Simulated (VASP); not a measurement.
# GaN (P6_3mc) in VASP: further runs

GaN is run at these levels: LDA, PBEsol, revPBE; tasks: single point.

All numbers are computed with VASP 6.6.1; they aren't measurements. Logs are shortened: lines on timing, memory, paths and dates and some standing lists are left out, and cuts for length are marked.

### Step 1. The cell of the first run

The structure is hexagonal, space group P6_3mc (No. 186). Conventional cell: a = 3.222 Å, b = 3.222 Å, c = 5.234 Å, α = 90.00°, β = 90.00°, γ = 120.00°. Within 2.6 Å of Ga (site symmetry 3m) lie 4 N at 1.96 to 1.97 Å. N (site symmetry 3m) has 4 Ga at 1.96 to 1.97 Å within 2.6 Å.

### Step 2. Single point, LDA (volume scaled by 1.04)

Input file INCAR:

```
SYSTEM = GaN
ALGO     = Normal         ! electronic algorithm
EDIFF    = 1E-6           ! SCF threshold, eV
ENCUT    = 520            ! plane-wave cutoff, eV
GGA      = CA             ! functional
ISIF     = 2              ! what is computed and relaxed
ISMEAR   = -1             ! smearing method
LASPH    = .TRUE.         ! aspherical terms in the spheres
LCHARG   = .FALSE.        ! write CHGCAR
LREAL    = .FALSE.        ! projectors in reciprocal space
LWAVE    = .FALSE.        ! write WAVECAR
NBANDS   = 26             ! bands
NELM     = 100            ! most SCF steps
PREC     = Accurate       ! precision mode
SIGMA    = 0.05           ! smearing width, eV
```

Input file KPOINTS:

```
k-points
0
G
  10 10 5
  0 0 0
```

Input file POSCAR:

```
GaN
1.0
    3.2218469041      0.0000000000      0.0000000000
   -1.6109234521      2.7902012661      0.0000000000
    0.0000000000      0.0000000000      5.2339814801
Ga N
2 2
Direct
    0.6666666667      0.3333333333      0.5000000000
    0.3333333333      0.6666666667      0.0000000000
    0.6666666667      0.3333333333      0.8750000000
    0.3333333333      0.6666666667      0.3750000000
```

Potentials or basis: VASP PAW LDA potentials, release 64 (Ga_d, N).

Started as:

```sh
$ cat potpaw_LDA.64/Ga_d/POTCAR potpaw_LDA.64/N/POTCAR > POTCAR
$ mpirun -np 1 vasp_std > vasp.out
```

OUTCAR:

```text
SYSTEM = GaN
   EDIFF = 1E-6
   ENCUT = 520
   GGA = CA
   ISIF = 2
   ISMEAR = -1
   LASPH = .TRUE.
   LREAL = .FALSE.
   NELM = 100
   PREC = Accurate

 ion  position               nearest neighbor table
   1  0.667  0.333  0.500-   3 1.96   4 1.97   4 1.97   4 1.97
   2  0.333  0.667  0.000-   4 1.96   3 1.97   3 1.97   3 1.97
   3  0.667  0.333  0.875-   1 1.96   2 1.97   2 1.97   2 1.97
   4  0.333  0.667  0.375-   2 1.96   1 1.97   1 1.97   1 1.97

  LATTYP: Found a hexagonal cell.
 ALAT       =     3.2218469041
 C/A-ratio  =     1.6245283019

  Lattice vectors:

 A1 = (   3.2218469041,   0.0000000000,   0.0000000000)
 A2 = (  -1.6109234521,   2.7902012661,   0.0000000000)
 A3 = (   0.0000000000,   0.0000000000,   5.2339814801)

Analysis of symmetry for initial positions (statically):
=====================================================================
 Subroutine PRICEL returns:
 Original cell was already a primitive cell.

 Routine SETGRP: Setting up the symmetry group for a
 hexagonal supercell.

 Subroutine GETGRP returns: Found 12 space group operations
 (whereof  6 operations were pure point group operations)
 out of a pool of 24 trial point group operations.

The static configuration has the point symmetry C_3v.
 The point group associated with its full space group is C_6v.

Analysis of symmetry for dynamics (positions and initial velocities):
=====================================================================
 Subroutine PRICEL returns:
 Original cell was already a primitive cell.

 Routine SETGRP: Setting up the symmetry group for a
 hexagonal supercell.

 Subroutine GETGRP returns: Found 12 space group operations
 (whereof  6 operations were pure point group operations)
 out of a pool of 24 trial point group operations.

The dynamic configuration has the point symmetry C_3v.
 The point group associated with its full space group is C_6v.

 Subroutine INISYM returns: Found 12 space group operations
 (whereof  6 operations are pure point group operations),
 and found     1 'primitive' translations

----------------------------------------------------------------------------------------

                                     Primitive cell

  volume of cell :      47.0514

  direct lattice vectors                    reciprocal lattice vectors
     3.221846904  0.000000000  0.000000000     0.310380980  0.179198542  0.000000000
    -1.610923452  2.790201266  0.000000000     0.000000000  0.358397085  0.000000000
     0.000000000  0.000000000  5.233981480     0.000000000  0.000000000  0.191059140

  length of vectors
     3.221846904  3.221846904  5.233981480     0.358397085  0.358397085  0.191059140

  position of ions in fractional coordinates (direct lattice)
     0.666666667  0.333333333  0.500000000
     0.333333333  0.666666667  0.000000000
     0.666666667  0.333333333  0.875000000
     0.333333333  0.666666667  0.375000000

  ion indices of the primitive-cell ions
   primitive index   ion index
                 1           1
                 2           2
                 3           3
                 4           4

----------------------------------------------------------------------------------------

 KPOINTS: k-points

Automatic generation of k-mesh.
 Grid dimensions read from file:
 generate k-points for:   10   10    5

 Generating k-lattice:

  Cartesian coordinates                     Fractional coordinates (reciprocal lattice)
     0.031038098  0.017919854  0.000000000     0.100000000  0.000000000  0.000000000
     0.000000000  0.035839708  0.000000000     0.000000000  0.100000000  0.000000000
     0.000000000  0.000000000  0.038211828     0.000000000  0.000000000  0.200000000

  Length of vectors
     0.035839708  0.035839708  0.038211828

  Shift w.r.t. Gamma in fractional coordinates (k-lattice)
     0.000000000  0.000000000  0.000000000

 Subroutine IBZKPT returns following result:
 ===========================================

 Found     42 irreducible k-points:

 Following reciprocal coordinates:
            Coordinates               Weight
  0.000000  0.000000  0.000000      1.000000
  0.100000  0.000000  0.000000      6.000000
  0.200000  0.000000  0.000000      6.000000
  0.300000  0.000000  0.000000      6.000000
  0.400000  0.000000  0.000000      6.000000
  0.500000  0.000000  0.000000      3.000000
[... 16 lines left out ...]
  0.300000  0.100000  0.200000     24.000000
  0.400000  0.100000  0.200000     24.000000
 [... further k-points ...]
   k-points           NKPTS =     42   k-points in BZ     NKDIM =     42   number of bands    NBANDS=     26
   number of dos      NEDOS =    301   number of ions     NIONS =      4
   total plane-waves  NPLWV =  23040
   dimension x,y,z NGX =    24 NGY =   24 NGZ =   40
   dimension x,y,z NGXF=    48 NGYF=   48 NGZF=   80
   ions per type =               2   2
   NGX,Y,Z   is equivalent  to a cutoff of  12.38, 12.38, 12.71 a.u.
   NGXF,Y,Z  is equivalent  to a cutoff of  24.77, 24.77, 25.41 a.u.
 SYSTEM =  GaN
   PREC   = accura    normal or accurate (medium, high low for compatibility)
   ISTART =      0    job   : 0-new  1-cont  2-samecut
   ICHARG =      2    charge: 1-file 2-atom 10-const
   ISPIN  =      1    spin polarized calculation?
   LNONCOLLINEAR =      F non collinear calculations
   LSORBIT =      F    spin-orbit coupling
   LASPH  =      T    aspherical Exc in radial PAW
   ENCUT  =  520.0 eV  38.22 Ry    6.18 a.u.   5.99  5.99  9.73*2*pi/ulx,y,z
   NELM   =    100;   NELMIN=  2; NELMDL= -5     # of ELM steps
   EDIFF  = 0.1E-05   stopping-criterion for ELM
   LREAL  =      F    real-space projection
   EDIFFG = 0.1E-04   stopping-criterion for IOM
   NSW    =      0    number of steps for IOM
   IBRION =     -1    ionic relax: 0-MD 1-quasi-New 2-CG
   NFREE  =      0    steps in history (QN), initial steepest desc. (CG)
   ISIF   =      2    stress and relaxation
   ISYM   =      2    0-nonsym 1-usesym 2-fastsym
   POTIM  = 0.5000    time-step for ionic-motion
   TEBEG  =    0.0;   TEEND  =   0.0 temperature during run
   PSTRESS=    0.0 pullay stress
   NELECT =      36.0000    total number of electrons
   NUPDOWN=      -1.0000    fix difference up-down
   EMIN   =  10.00;   EMAX   =-10.00  energy-range for DOS
   EFERMI =   0.00;   METHOD = LEGACY
   ISMEAR =    -1;   SIGMA  =   0.05  broadening in eV -4-tet -1-fermi 0-gaus
   EFERMI_NEDOS =   21; number of points for ismear=-14 and -15
   IALGO  =     38    algorithm
   IMIX   =      4    mixing-type and parameters
     AMIX     =   0.40;   BMIX     =  1.00
     AMIX_MAG =   1.60;   BMIX_MAG =  1.00
  volume/ion in A,a.u.               =      11.76        79.38
  Fermi-wavevector in a.u.,A,eV,Ry     =   1.497332  2.829547 30.504307  2.242003
  Thomas-Fermi vector in A             =   2.609234
   LORBIT       =      0    0 simple, 1 ext, 2 COOP (PROOUT), +10 PAW based schemes
   GGA     = CA    functional components
   LHFCALC =     F    Hartree Fock is set to
   AEXX    =    0.0000 exact exchange contribution
   IVDW    =     0    specifies the selected vdW correction
   LEPSILON=     F    determine dielectric tensor
   LRPA    =     F    only Hartree local field effects (RPA)
 non-spin polarized calculation
  energy-cutoff  :      520.00
  volume of cell :       47.05
 maximum number of plane-waves:      1289
 NGX is ok and might be reduce to    24
   NGX = 11   NGY = 11   NGZ = 19

 number of electron      35.9999953 magnetization

 Free energy of the ion-electron system (eV)
  ---------------------------------------------------
  ext. energy  EPLUGINS =         0.00000000
  ---------------------------------------------------
  free energy    TOTEN  =       -27.82386149 eV

  energy without entropy =      -27.82386149  energy(sigma->0) =      -27.82386149

 E-fermi :   5.6531     XC(G=0): -11.9654

 val. band max:        4.7562143057   @ k =   0.0000   0.0000   0.0000
 cond. band min:       6.4795753402   @ k =   0.0000   0.0000   0.0000
 fundamental gap:      1.7233610345
 Fermi energy:         5.6530724247

 k-point     1 :       0.0000    0.0000    0.0000
  band No.  band energies     occupation
      1     -10.8496      2.00000
      2     -10.0857      2.00000
      3      -8.7830      2.00000
      4      -8.7631      2.00000
      5      -8.7631      2.00000
      6      -8.7068      2.00000
[... 18 lines left out ...]
     25      16.0558      0.00000
     26      16.0558      0.00000

 k-point     2 :       0.1000    0.0000    0.0000
  band No.  band energies     occupation
      1     -10.7581      2.00000
      2     -10.0667      2.00000
      3      -8.7711      2.00000
      4      -8.7504      2.00000
      5      -8.7301      2.00000
      6      -8.6960      2.00000
[... 18 lines left out ...]
     25      15.6463      0.00000
     26      16.2602      0.00000

 k-point     3 :       0.2000    0.0000    0.0000
  band No.  band energies     occupation
      1     -10.5281      2.00000
      2     -10.0258      2.00000
      3      -8.7420      2.00000
      4      -8.7227      2.00000
      5      -8.6735      2.00000
      6      -8.6429      2.00000
[... 18 lines left out ...]
     25      15.8545      0.00000
     26      16.7143      0.00000

 k-point     4 :       0.3000    0.0000    0.0000
  band No.  band energies     occupation
      1     -10.2843      2.00000
      2      -9.9912      2.00000
      3      -8.7200      2.00000
      4      -8.7033      2.00000
      5      -8.6352      2.00000
      6      -8.5869      2.00000
[... 18 lines left out ...]
     25      15.9131      0.00000
     26      17.3476      0.00000
[... 496 lines left out ...]
      1     -10.2948      2.00000
      2     -10.0067      2.00000
      3      -8.7186      2.00000
      4      -8.7068      2.00000
      5      -8.6599      2.00000
      6      -8.6321      2.00000
[... 18 lines left out ...]
     25      15.4828      0.00000
     26      16.8786      0.00000

 k-point    23 :       0.3000    0.1000    0.2000
  band No.  band energies     occupation
      1     -10.1334      2.00000
      2      -9.9770      2.00000
      3      -8.7115      2.00000
      4      -8.6965      2.00000
      5      -8.6363      2.00000
      6      -8.5822      2.00000
[... 18 lines left out ...]
     25      15.7785      0.00000
     26      17.2873      0.00000

 k-point    24 :       0.4000    0.1000    0.2000
  band No.  band energies     occupation
      1     -10.0617      2.00000
      2      -9.9650      2.00000
      3      -8.7184      2.00000
      4      -8.6907      2.00000
      5      -8.6269      2.00000
      6      -8.5764      2.00000
[... 18 lines left out ...]
     25      16.2860      0.00000
     26      17.5951      0.00000

 [... further k-points ...]
[... 5 lines left out ...]
  --------------------------------------------------------------------------------------
  -------------------------------------------------------------------------------------
  Total       -3.1590010     -3.1590010     -2.6212557      0.0000000      0.0000000      0.0000000
  in kB     -107.5691487   -107.5691487    -89.2580425      0.0000000      0.0000000      0.0000000
  external PRESSURE =    -101.4654466 kB  Pullay stress =       0.0000000 kB

 VOLUME and BASIS-vectors are now :
 -----------------------------------------------------------------------------
  energy-cutoff  :      520.00
  volume of cell :       47.05
      direct lattice vectors                 reciprocal lattice vectors
     3.221846904  0.000000000  0.000000000     0.310380980  0.179198542  0.000000000
    -1.610923452  2.790201266  0.000000000     0.000000000  0.358397085  0.000000000
     0.000000000  0.000000000  5.233981480     0.000000000  0.000000000  0.191059140

 POSITION                                       TOTAL-FORCE (eV/Angst)
 -----------------------------------------------------------------------------------
      1.61092      0.93007      2.61699         0.000000      0.000000     -0.117533
     -0.00000      1.86013      0.00000        -0.000000     -0.000000     -0.117533
      1.61092      0.93007      4.57973         0.000000      0.000000      0.117533
     -0.00000      1.86013      1.96274        -0.000000     -0.000000      0.117533
 -----------------------------------------------------------------------------------
    total drift:                               -0.000000      0.000000      0.000168

  FREE ENERGIE OF THE ION-ELECTRON SYSTEM (eV)
  ---------------------------------------------------
  free  energy   TOTEN  =       -27.8238614938 eV

  energy  without entropy=      -27.8238614933  energy(sigma->0) =      -27.82386149
```

Wall time 2 min (1 thread of AMD EPYC 7R13, shared host); peak memory 0.14 GiB.

Results:

```
Free energy            : -27.8239 eV
Pressure               : -10.1 GPa
Largest force          : 0.118 eV/Å
Band gap on the k mesh : 1.72 eV, direct
```

Forces in eV/Å, atoms in the order of the input:
```
Ga   0.000  0.000 -0.118
Ga   0.000  0.000 -0.118
N    0.000  0.000  0.118
N    0.000  0.000  0.118
```

Caveat: the cell differs from its parent crystal (volume scaled by 1.04).

### Step 3. Single point, LDA (volume scaled by 1.06)

Input file INCAR:

```
SYSTEM = GaN
PREC = Accurate ; ENCUT = 520
EDIFF = 1E-6 ; ISMEAR = -1
SIGMA = 0.05 ; LREAL = .False.
LASPH = .True. ; NELM = 60
ALGO = Normal ; ISIF = 2
LWAVE = .False. ; LCHARG = .True.
LELF = .True. ; LVHAR = .True.
NBANDS = 26
```

Input file KPOINTS:

```
Automatic mesh
0
Gamma
  10 10 5
  0 0 0
```

Input file POSCAR:

```
GaN
1.0
    3.2423687753      0.0000000000      0.0000000000
   -1.6211843877      2.8079737278      0.0000000000
    0.0000000000      0.0000000000      5.2673198406
Ga N
2 2
Direct
    0.6666666667      0.3333333333      0.5000000000
    0.3333333333      0.6666666667      0.0000000000
    0.6666666667      0.3333333333      0.8750000000
    0.3333333333      0.6666666667      0.3750000000
```

Potentials or basis: VASP PAW LDA potentials, release 64 (Ga_d, N).

Started as:

```sh
$ cat potpaw_LDA.64/Ga_d/POTCAR potpaw_LDA.64/N/POTCAR > POTCAR
$ mpirun -np 1 vasp_std > vasp.out
```

Wall time 2.1 min (1 thread of AMD EPYC 7R13, shared host); peak memory 0.14 GiB.

It converged, with:

* Free energy: -27.7590 eV
* Pressure: -12.9 GPa
* Largest force: 0.113 eV/Å
* Band gap on the k mesh: 1.59 eV, direct

Forces on the atoms (eV/Å):
```
Ga   0.000  0.000 -0.113
Ga   0.000  0.000 -0.113
N    0.000  0.000  0.113
N    0.000  0.000  0.113
```

Stress tensor (GPa, compression positive):
```
-13.50   0.00   0.00
  0.00 -13.50   0.00
  0.00   0.00 -11.83
```

Levels at points of the mesh, in eV from the valence-band top:
```csv
k point,band 16,band 17,band 18,band 19,band 20,band 21
"(0.00, 0.00, 0.00)",-0.06,0.00,0.00,1.59,3.83,8.77
"(0.50, 0.00, 0.00)",-2.61,-2.14,-0.93,4.75,5.17,5.79
```

Caveat: the cell differs from its parent crystal (volume scaled by 1.06).

### Step 4. Single point, PBEsol, non-collinear spin, zero start, spin-orbit coupling

This run uses another cell than the first one, of 11.31 Å³/atom, 0.962 times its volume.

Input file INCAR:

```
SYSTEM = GaN
PREC     = Accurate       ! precision mode
ENCUT    = 520            ! plane-wave cutoff, eV
EDIFF    = 1E-6           ! SCF threshold, eV
ISMEAR   = -1             ! smearing method
SIGMA    = 0.05           ! smearing width, eV
LREAL    = .False.        ! projectors in reciprocal space
LASPH    = .True.         ! aspherical terms in the spheres
NELM     = 150            ! most SCF steps
ALGO     = Normal         ! electronic algorithm
ISIF     = 2              ! what is computed and relaxed
LWAVE    = .False.        ! write WAVECAR
LCHARG   = .False.        ! write CHGCAR
LNONCOLLINEAR= .True.         ! non-collinear magnetism
MAGMOM   = 0 0 0 0 0 0 0 0 0 0 0 0 ! initial moments
LORBIT   = 11             ! projections on sites
LSORBIT  = .True.         ! spin-orbit coupling
GGA_COMPAT= .False.      
LORBMOM  = .True.       
GGA      = PS             ! functional
NBANDS   = 50             ! bands
```

Input file KPOINTS:

```
Automatic mesh
0
Gamma
  8 8 4
  0 0 0
```

Input file POSCAR:

```
GaN
1.0
    3.1800000000      0.0000000000      0.0000000000
   -1.5900000000      2.7539607840      0.0000000000
    0.0000000000      0.0000000000      5.1660000000
Ga N
2 2
Direct
    0.6666666667      0.3333333333      0.5000000000
    0.3333333333      0.6666666667      0.0000000000
    0.6666666667      0.3333333333      0.8750000000
    0.3333333333      0.6666666667      0.3750000000
```

Potentials or basis: VASP PAW PBE potentials, release 64 (Ga_d, N).

Started as:

```sh
$ cat potpaw_PBE.64/Ga_d/POTCAR potpaw_PBE.64/N/POTCAR > POTCAR
$ mpirun -np 1 vasp_ncl > vasp.out
```

It took 5.7 min on 1 thread of AMD EPYC 7R13, shared host; peak memory 0.29 GiB.

Results (log left out):

* Free energy: -26.2767 eV
* Pressure: 0.8 GPa
* Largest force: 0.131 eV/Å
* Net moment: 0.00 μB per cell
* Valence electrons inside the program's atomic spheres: Ga 11.89; N 3.73

Forces on the atoms (eV/Å):
```
Ga   0.000  0.000 -0.131
Ga   0.000  0.000 -0.131
N    0.000  0.000  0.131
N    0.000  0.000  0.131
```

Stress tensor (GPa, compression positive):
```
0.09 0.00 0.00
0.00 0.09 0.00
0.00 0.00 2.19
```

Moments on the atoms (μB; x, y, z):
```
Ga  0.00 0.00 0.00
Ga  0.00 0.00 0.00
N   0.00 0.00 0.00
N   0.00 0.00 0.00
```

Caveat: the PAW data sets were made with another functional, which shifts forces and pressure a little.

(Part 1 of 2 ends here.)
